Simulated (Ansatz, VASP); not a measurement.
HgTe: VASP beside Ansatz

INCAR

```
SYSTEM = HgTe
PREC = Accurate
ENCUT = 520
EDIFF = 1E-8
ISMEAR = -1
SIGMA = 0.03
LREAL = .False.
LASPH = .True.
NELM = 80
ALGO = Normal
ISIF = 2
LWAVE = .False.
LCHARG = .False.
LEFG = .True.
NBANDS = 16
```

Contents of KPOINTS:

```
regular mesh
0
Gamma
  11 11 11
  0 0 0
```

POSCAR

```
HgTe
1.0
    0.0000000000      3.2235000000      3.2235000000
    3.2235000000      0.0000000000      3.2235000000
    3.2235000000      3.2235000000      0.0000000000
Hg Te
1 1
Direct
    0.0000000000      0.0000000000      0.0000000000
    0.7500000000      0.7500000000      0.7500000000
```

Input for Ansatz:

```yaml
crystal:
  lattice:
    - [0.0, 3.2235, 3.2235]
    - [3.2235, 0.0, 3.2235]
    - [3.2235, 3.2235, 0.0]
  atoms:
    - { symbol: Hg, position: [0.0, 0.0, 0.0] }
    - { symbol: Te, position: [0.75, 0.75, 0.75] }
kpoints:
  mp_grid: { grid: [11, 11, 11] }
  band_path:
    path:
      - [0.0, 0.0, 0.0]
      - [-0.5, -0.5, 0.0]
      - [-0.375, -0.375, 0.25]
      - [-0.375, 0.0, 0.375]
      - [0.0, 0.0, 0.0]
      - [0.0, 0.0, 0.5]
      - [-0.5, -0.25, 0.25]
      - [-0.5, -0.5, 0.0]
    npoints: 8
scf:
  occupations: { method: fermi_dirac, width: 0.03 }
hamiltonian:
  xc: lda
  pseudopotentials: { kind: all_electron, datasets: crystal }
output:
  forces: true
  stress: true
  eigenvalues: true
  efg: { contact_densities: true }
```

Alike in both runs: task electric field gradients; functional LDA; k mesh 11 × 11 × 11; occupations fermi-dirac, width 0.03 eV; no spin polarisation.

|  | VASP | Ansatz |
| --- | --- | --- |
| version | VASP 6.6.1 | Ansatz 0.2.0 |
| potentials or method | VASP PAW LDA potentials, release 64 (Hg, Te), cutoff 520 eV | all-electron PAW with datasets made for the crystal, scalar-relativistic |

```csv
,VASP,Ansatz,Ansatz less VASP
pressure (GPa),0.0,-0.3,-0.25
```

LDA's correlation is that of Perdew and Zunger in VASP and of Perdew and Wang (1992) in Ansatz. Ansatz ran all-electron here, and VASP with PAW potentials.

Neither program's run includes spin-orbit coupling.
